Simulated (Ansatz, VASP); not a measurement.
HgTe: VASP beside Ansatz

```
Hg Te
1.0
     0.00000    2.86186    2.86186
     2.86186    0.00000    2.86186
     2.86186    2.86186    0.00000
Hg Te
1 1
Cartesian
  0.0000 0.0000 0.0000
  2.8619 2.8619 2.8619
```

Change from the starting cell: volume scaled by 0.94, PAW files.

Alike in both runs: task electric field gradients; functional PBEsol; k mesh 12 × 12 × 12; occupations fermi-dirac, width 0.08 eV; no spin polarisation.

|  | VASP | Ansatz |
| --- | --- | --- |
| version | VASP 6.6.1 | Ansatz 0.2.0 |
| potentials or method | VASP PAW PBE potentials, release 64 (Hg, Te) | PAW with Ansatz's default frozen-core files, scalar-relativistic |
| plane-wave cutoff (eV) | 520 | 420 |
| valence electrons in the cell | 18 | 36 |

Ansatz gave:

```
pressure (GPa) : 12.5
```

**Question.** What did VASP give for the same quantities?

**Answer.** Pressure (GPa): 12.9.

VASP's potentials were made for PBE, not for PBEsol. VASP's potentials hold 18 valence electrons a cell and Ansatz's 36, so a difference there can come from the potentials and not from the codes.

Neither program's run includes spin-orbit coupling.
